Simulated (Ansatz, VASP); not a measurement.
This is a calculation of Sb for Ansatz 0.2.0.

The input input.yaml:

```yaml
crystal:
  lattice:
    - [2.1542, 1.2437279499, 3.758]
    - [-2.1542, 1.2437279499, 3.758]
    - [0.0, -2.4874558998, 3.758]
  atoms:
    - { symbol: Sb, position: [0.76651, 0.76651, 0.76651] }
    - { symbol: Sb, position: [0.23349, 0.23349, 0.23349] }
kpoints:
  mp_grid: { grid: [8, 8, 8] }
scf:
  occupations: { method: gaussian, width: 0.1 }
hamiltonian:
  xc: pbesol
  pseudopotentials: { kind: all_electron, lapw: { basis_error: 0.001 } }
output:
  forces: true
  stress: true
  eigenvalues: true
```

Potentials or basis: all-electron LAPW, scalar-relativistic.

The run is started by

```console
$ ansatz run input.yaml --threads 1 --pin off --max-ram 3072MiB --backend cpu --events-out ev --progress --plain --runs-dir out
```

Task: Set up the same calculation for VASP 6.6.1. Potentials there: VASP PAW PBE potentials, release 64 (Sb).

Result: As run (the cutoff follows the program's own potentials):

INCAR

```
SYSTEM = Sb
  PREC = Accurate
  ENCUT = 520
  EDIFF = 1E-7
  ISMEAR = 0
  SIGMA = 0.1
  LREAL = .FALSE.
  LASPH = .TRUE.
  NELM = 100
  ALGO = Normal
  ISIF = 2
  LWAVE = .FALSE.
  LCHARG = .FALSE.
  GGA = PS
  NBANDS = 12
```

KPOINTS

```
Automatic mesh
0
G
  8 8 8
  0 0 0
```

POSCAR

```
Sb
1.0
    2.1542000000      1.2437279499      3.7580000000
   -2.1542000000      1.2437279499      3.7580000000
    0.0000000000     -2.4874558998      3.7580000000
Sb
2
Direct
    0.7665100000      0.7665100000      0.7665100000
    0.2334900000      0.2334900000      0.2334900000
```

Potentials or basis: VASP PAW PBE potentials, release 64 (Sb).

Command:

```bash
$ cat potpaw_PBE.64/Sb/POTCAR > POTCAR
$ mpirun -np 1 vasp_std > vasp.out
```

Both were run:

|  | VASP | Ansatz | Ansatz less VASP |
| --- | --- | --- | --- |
| gap on the k mesh at the Fermi level (eV) | none | none | - |
| pressure (GPa) | 0.2 | 0.0 | -0.17 |
| traceless stress, the component that is largest in VASP (GPa) | -0.44 | -0.38 | +0.060 |
| rms of the force components (eV/Å) | 0.088 | 0.058 | -0.0307 |

VASP's potentials were made for PBE, not for PBEsol. Atom by atom the forces differ by 0.031 eV/Å (rms over components). A gap of «none» marks a metal or a gap that the smearing closes. Ansatz ran all-electron here, and VASP with PAW potentials.

Spin-orbit coupling is off throughout.
